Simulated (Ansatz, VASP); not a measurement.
One calculation of Au, two programs

The input INCAR:

```
SYSTEM = Au
ALGO = Normal
EDIFF = 1E-8
ENCUT = 520
GGA = PS
ISIF = 2
ISMEAR = -1
LASPH = .True.
LCHARG = .False.
LEFG = .True.
LREAL = .False.
LWAVE = .False.
NBANDS = 18
NELM = 100
PREC = Accurate
SIGMA = 0.03
```

KPOINTS

```
k-points
0
Gamma
  14 14 8
  0 0 0
```

Contents of POSCAR:

```
Au
1.0
    2.9192042576      0.0000000000      0.0000000000
   -1.4596021288      2.5281050460      0.0000000000
    0.0000000000      0.0000000000      4.9123188226
Au
2
Direct
    0.3333333333      0.6666666667      0.7500000000
    0.6666666667      0.3333333333      0.2500000000
```

Input for Ansatz:

```yaml
crystal:
  lattice:
    - [2.9192042576, 0.0, 0.0]
    - [-1.4596021288, 2.528105046, 0.0]
    - [0.0, 0.0, 4.9123188226]
  atoms:
    - { symbol: Au, position: [0.3333333333, 0.6666666667, 0.75] }
    - { symbol: Au, position: [0.6666666667, 0.3333333333, 0.25] }
kpoints:
  mp_grid: { grid: [14, 14, 8] }
scf:
  occupations: { method: fermi_dirac, width: 0.03 }
hamiltonian:
  xc: pbesol
  pseudopotentials: { kind: all_electron, datasets: crystal }
output:
  forces: true
  stress: true
  eigenvalues: true
  efg: { contact_densities: true }
```

Change from the starting cell: volume scaled by 1.02, crystal datasets.

Alike in both runs: task electric field gradients; functional PBEsol; k mesh 14 × 14 × 8; occupations fermi-dirac, width 0.03 eV; no spin polarisation.

|  | VASP | Ansatz |
| --- | --- | --- |
| version | VASP 6.6.1 | Ansatz 0.2.0 |
| potentials or method | VASP PAW PBE potentials, release 64 (Au), cutoff 520 eV | all-electron PAW with datasets made for the crystal, scalar-relativistic |

VASP gave:

| Item | Value |
| --- | --- |
| pressure (GPa) | -9.0 |
| size of Vzz on the site where it differs most (V/Å²) | 20.6 |

Question: Which values does Ansatz return?

Answer: Pressure (GPa): -8.8; size of Vzz on the site where it differs most (V/Å²): 9.5.

VASP's potentials were made for PBE, not for PBEsol. Ansatz ran all-electron here, and VASP with PAW potentials.

Spin-orbit coupling is off throughout.
